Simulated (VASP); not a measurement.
The system is CoO.

```xyz
2
Lattice="1.5367 0.8872 2.4735 -1.5367 0.8872 2.4735 0.0000 -1.7745 2.4735" Properties=species:S:1:pos:R:3 pbc="T T T"
Co    0.0000    0.0000    0.0000
O     0.0000    0.0000    3.7103
```

- Program: VASP 6.6.1
- Task: relaxation of cell and atoms
- Functional: PBE
- Potentials or basis: VASP PAW PBE potentials, release 64 (Co, O)
- Cutoff: 600 eV
- k mesh: 12 × 12 × 12
- Occupations: gaussian, width 0.02 eV
- Spin: collinear spin, ferromagnetic start
- Starting moments: [2.88, 0.24] μB
- Hubbard terms: Co d U = 3.32 eV

At the start: pressure -7.6 GPa; volume 10.12 Å³/atom.

**Question.** How do energy, volume and symmetry change on relaxing?

**Answer.** Over 9 steps the energy falls by 11.9 meV/atom and the volume is 9.65 Å³/atom (-4.6 %); space group Fm-3m (No. 225, to 0.1 Å) before and after; moment 3.00 μB per cell.

The path:
| step | energy change (eV) | largest force (eV/Å) | pressure (GPa) | volume (Å³) |
| --- | --- | --- | --- | --- |
| 1 | 0.0000 | 0.0000 | -7.64 | 20.24 |
| 2 | -0.0172 | 0.0000 | 4.51 | 18.86 |
| 3 | -0.0233 | 0.0000 | 0.02 | 19.30 |
| 4 | -0.0233 | 0.0000 | -0.29 | 19.32 |
| 5 | -0.0234 | 0.0000 | -0.13 | 19.32 |
| 6 | -0.0237 | 0.0000 | -0.12 | 19.31 |
| 7 | -0.0234 | 0.0000 | -0.03 | 19.29 |
| 8 | -0.0238 | 0.0000 | -0.10 | 19.30 |
| 9 | -0.0238 | 0.0000 | -0.07 | 19.30 |

Final structure:
```yaml
crystal:
  lattice:
    - [1.51990, 0.87751, 2.41231]
    - [-1.51990, 0.87751, 2.41231]
    - [0.00000, -1.75503, 2.41231]
  atoms:
    - { symbol: Co, position: [0.00000, 0.00000, 0.00000] }
    - { symbol: O, position: [0.50000, 0.50000, 0.50000] }
```

Caveat: a cell with one magnetic atom can't hold antiferromagnetic order, which such compounds often take.
